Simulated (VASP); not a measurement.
# SiO2 (Cmce) in VASP: notebook, part 2 of 2

VASP 6.6.1. Earlier steps stand in the parts before.

## Step 3: Single point, r2SCAN

This run uses another cell than the first one, of 17.18 Å³/atom.

Input file POSCAR:

```
SiO2
1.0
    4.5334162415     -5.0781552811      0.0000000000
    4.5334162415      5.0781552811      0.0000000000
    0.0000000000      0.0000000000      8.9570384625
Si O
8 16
Direct
    0.3052533338      0.0348816137      0.9079587736
    0.4651183863      0.1947466662      0.5920412264
    0.0348816137      0.3052533338      0.0920412264
    0.1947466662      0.4651183863      0.4079587736
    0.9651183863      0.6947466662      0.9079587736
    0.6947466662      0.9651183863      0.0920412264
    0.8052533338      0.5348816137      0.5920412264
    0.5348816137      0.8052533338      0.4079587736
    0.8206918439      0.8206918439      0.0000000000
    0.6350346497      0.8649653503      0.2500000000
    0.6793081561      0.6793081561      0.5000000000
    0.3249187190      0.6750812810      0.3805931656
    0.1350346497      0.3649653503      0.2500000000
    0.8649653503      0.6350346497      0.7500000000
    0.1793081561      0.1793081561      0.0000000000
    0.3649653503      0.1350346497      0.7500000000
    0.0000000000      0.5000000000      0.0000000000
    0.1750812810      0.8249187190      0.8805931656
    0.6750812810      0.3249187190      0.6194068344
    0.8249187190      0.1750812810      0.1194068344
    0.3206918439      0.3206918439      0.5000000000
    0.5000000000      0.0000000000      0.0000000000
    0.0000000000      0.5000000000      0.5000000000
    0.5000000000      0.0000000000      0.5000000000
```

Input file INCAR.step1:

```
PREC     = Accurate       # precision mode
ENCUT    = 520            # plane-wave cutoff, eV
ISMEAR   = 0              # smearing method
SIGMA    = 0.02           # smearing width, eV
LREAL    = Auto         
LASPH    = T              # aspherical terms in the spheres
NELM     = 60             # most SCF steps
NBANDS   = 82             # bands
GGA      = PE             # functional
ALGO     = Normal         # electronic algorithm
EDIFF    = 1E-4           # SCF threshold, eV
LWAVE    = T              # write WAVECAR
LCHARG   = F              # write CHGCAR
```

Input file INCAR.step2:

```
PREC     = Accurate       # precision mode
ENCUT    = 520            # plane-wave cutoff, eV
EDIFF    = 1E-7           # SCF threshold, eV
ISMEAR   = 0              # smearing method
SIGMA    = 0.02           # smearing width, eV
LREAL    = Auto         
LASPH    = T              # aspherical terms in the spheres
NELM     = 60             # most SCF steps
ALGO     = Normal         # electronic algorithm
ISIF     = 2              # what is computed and relaxed
LWAVE    = F              # write WAVECAR
LCHARG   = F              # write CHGCAR
METAGGA  = R2SCAN         # meta-GGA
LMIXTAU  = T            
NBANDS   = 82             # bands
ISTART   = 1
```

Input file KPOINTS:

```
regular mesh
0
Gamma
  4 4 4
```

Potentials or basis: VASP PAW PBE potentials, release 64 (Si, O).

Launch:

```
cat potpaw_PBE.64/Si/POTCAR potpaw_PBE.64/O/POTCAR > POTCAR
cp INCAR.step1 INCAR
mpirun -np 1 vasp_std > vasp.out
cp INCAR.step2 INCAR
mpirun -np 1 vasp_std > vasp.out
```

Run time: 72 min. Hardware: 1 thread of Oxide Virtual Turin-like, shared host; peak memory 0.74 GiB.

Results (log left out):

```
Free energy            : -238.0960 eV
Pressure               : 0.1 GPa
Largest force          : 0.022 eV/Å
Band gap on the k mesh : 6.11 eV
```

Forces on the atoms (eV/Å):
```
Si   0.021 -0.004 -0.005
Si  -0.021 -0.004  0.005
Si   0.021  0.004  0.005
Si  -0.021  0.004 -0.005
Si  -0.021 -0.004 -0.005
Si  -0.021  0.004  0.005
Si   0.021 -0.004  0.005
Si   0.021  0.004 -0.005
O    0.008  0.000  0.000
O    0.000  0.006  0.000
O   -0.008  0.000  0.000
O    0.000 -0.005  0.004
O    0.000  0.006  0.000
O    0.000 -0.006  0.000
O   -0.008  0.000  0.000
O    0.000 -0.006  0.000
O    0.000  0.000  0.000
O    0.000  0.005  0.004
O    0.000  0.005 -0.004
O    0.000 -0.005 -0.004
O    0.008  0.000  0.000
O    0.000  0.000  0.000
O    0.000  0.000  0.000
O    0.000  0.000  0.000
```

Levels at points of the mesh, in eV from the valence-band top:
```
           k point  band 62  band 63  band 64  band 65  band 66  band 67
(0.00, 0.00, 0.00)    -0.50    -0.07     0.00     6.11     8.44     8.46
(0.50, 0.00, 0.00)    -0.44    -0.30    -0.30     7.29     7.29     8.97
(0.50, 0.50, 0.00)    -0.24    -0.07    -0.04     8.03     8.05     8.38
(0.00, 0.00, 0.50)    -0.34    -0.18    -0.18     6.82     6.82     9.17
(0.50, 0.00, 0.50)    -0.44    -0.30    -0.30     7.77     7.77     7.92
(0.50, 0.50, 0.50)    -0.39    -0.23    -0.23     8.44     8.44     8.53
```

Caveat: the PAW data sets were made with another functional, which shifts forces and pressure a little. A k mesh can miss the band edges.

## Step 4: Single point, r2SCAN (15.12 Å³/atom)

This run uses another cell than the first one, of 15.12 Å³/atom.

Input file POSCAR:

```
SiO2
1.0
    4.5066840806     -4.6762086000      0.0000000000
    4.5066840806      4.6762086000      0.0000000000
    0.0000000000      0.0000000000      8.6104865542
Si O
8 16
Direct
    0.2986210091      0.0200063525      0.8995624168
    0.4799936475      0.2013789909      0.6004375832
    0.0200063525      0.2986210091      0.1004375832
    0.2013789909      0.4799936475      0.3995624168
    0.9799936475      0.7013789909      0.8995624168
    0.7013789909      0.9799936475      0.1004375832
    0.7986210091      0.5200063525      0.6004375832
    0.5200063525      0.7986210091      0.3995624168
    0.8615712575      0.8615712575      0.0000000000
    0.6569970015      0.8430029985      0.2500000000
    0.6384287425      0.6384287425      0.5000000000
    0.2953555122      0.7046444878      0.3517167709
    0.1569970015      0.3430029985      0.2500000000
    0.8430029985      0.6569970015      0.7500000000
    0.1384287425      0.1384287425      0.0000000000
    0.3430029985      0.1569970015      0.7500000000
    0.0000000000      0.5000000000      0.0000000000
    0.2046444878      0.7953555122      0.8517167709
    0.7046444878      0.2953555122      0.6482832291
    0.7953555122      0.2046444878      0.1482832291
    0.3615712575      0.3615712575      0.5000000000
    0.5000000000      0.0000000000      0.0000000000
    0.0000000000      0.5000000000      0.5000000000
    0.5000000000      0.0000000000      0.5000000000
```

Input file INCAR.step1:

```
PREC = Accurate
ENCUT = 520
ISMEAR = 0
SIGMA = 0.02
LREAL = Auto
LASPH = True
NELM = 80
NBANDS = 82
GGA = PE
ALGO = Normal
EDIFF = 1E-4
LWAVE = True
LCHARG = False
```

Input file INCAR.step2:

```
PREC = Accurate
ENCUT = 520
EDIFF = 1E-6
ISMEAR = 0
SIGMA = 0.02
LREAL = Auto
LASPH = True
NELM = 80
ALGO = Normal
ISIF = 2
LWAVE = False
LCHARG = False
METAGGA = R2SCAN
LMIXTAU = True
NBANDS = 82
ISTART = 1
```

Input file KPOINTS:

```
Automatic mesh
0
Gamma
  4 4 4
```

Launch:

```
cat potpaw_PBE.64/Si/POTCAR potpaw_PBE.64/O/POTCAR > POTCAR
cp INCAR.step1 INCAR
mpirun -np 1 vasp_std > vasp.out
cp INCAR.step2 INCAR
mpirun -np 1 vasp_std > vasp.out
```

Run time: 31 min. Hardware: 1 thread of Oxide Virtual Turin-like, shared host; peak memory 0.61 GiB.

It converged, with:

* Free energy: -236.8259 eV
* Pressure: 8.4 GPa
* Largest force: 0.034 eV/Å
* Band gap on the k mesh: 6.33 eV (least direct gap 6.37 eV)

Forces on the atoms (eV/Å):
```
Si   0.026  0.012  0.019
Si  -0.026  0.012 -0.019
Si   0.026 -0.012 -0.019
Si  -0.026 -0.012  0.019
Si  -0.026  0.012  0.019
Si  -0.026 -0.012 -0.019
Si   0.026  0.012 -0.019
Si   0.026 -0.012  0.019
O    0.000  0.000  0.000
O    0.000  0.008  0.000
O    0.000  0.000  0.000
O    0.000  0.019 -0.007
O    0.000  0.008  0.000
O    0.000 -0.008  0.000
O    0.000  0.000  0.000
O    0.000 -0.008  0.000
O    0.000  0.000  0.000
O    0.000 -0.019 -0.007
O    0.000 -0.019  0.007
O    0.000  0.019  0.007
O    0.000  0.000  0.000
O    0.000  0.000  0.000
O    0.000  0.000  0.000
O    0.000  0.000  0.000
```

Stress tensor (GPa, compression positive):
```
8.60 0.00 0.00
0.00 8.32 0.00
0.00 0.00 8.37
```

Levels at points of the mesh, in eV from the valence-band top:
```csv
k point,band 62,band 63,band 64,band 65,band 66,band 67
"(0.00, 0.00, 0.00)",-0.25,-0.09,-0.04,6.33,8.76,8.85
"(0.50, 0.00, 0.00)",-0.35,-0.30,-0.30,7.63,7.63,9.34
"(0.50, 0.50, 0.00)",-0.45,-0.05,0.00,8.31,8.52,8.62
"(0.00, 0.00, 0.50)",-0.35,-0.28,-0.28,7.12,7.12,9.62
"(0.50, 0.00, 0.50)",-0.40,-0.23,-0.23,8.21,8.21,8.23
"(0.50, 0.50, 0.50)",-0.32,-0.19,-0.19,8.79,8.79,8.97
```

Caveat: the cell stands under pressure; the PAW data sets were made with another functional, which shifts forces and pressure a little. A k mesh can miss the band edges.

## Step 5: Overview

| cell | gap on the mesh (eV) | pressure (GPa) | largest force (eV/Å) |
| --- | --- | --- | --- |
| a = 7.050, b = 7.050, c = 9.221 Å, angles 90.0, 90.0, 98.2°, 24 atoms, atomic positions A | 5.82 | -9.8 | 0.02 |
| a = 6.807, b = 6.807, c = 8.957 Å, angles 90.0, 90.0, 96.5°, 24 atoms, atomic positions B | 6.11 | 0.1 | 0.02 |
| a = 6.494, b = 6.494, c = 8.610 Å, angles 90.0, 90.0, 92.1°, 24 atoms, atomic positions C | 6.33 | 8.4 | 0.03 |

Alike in all rows: task single point; level r2SCAN; potentials or basis VASP PAW PBE potentials, release 64 (Si, O); no spin polarisation; k mesh 4 × 4 × 4; cutoff (eV) 520; smearing gaussian 0.02 eV.

Caveats: the PAW data sets were made with another functional, which shifts forces and pressure a little; the cell stands under tension (at least some runs); the cell stands under pressure (at least some runs).

Total energies depend on the potentials used, so only differences within one code and one set of settings carry meaning.
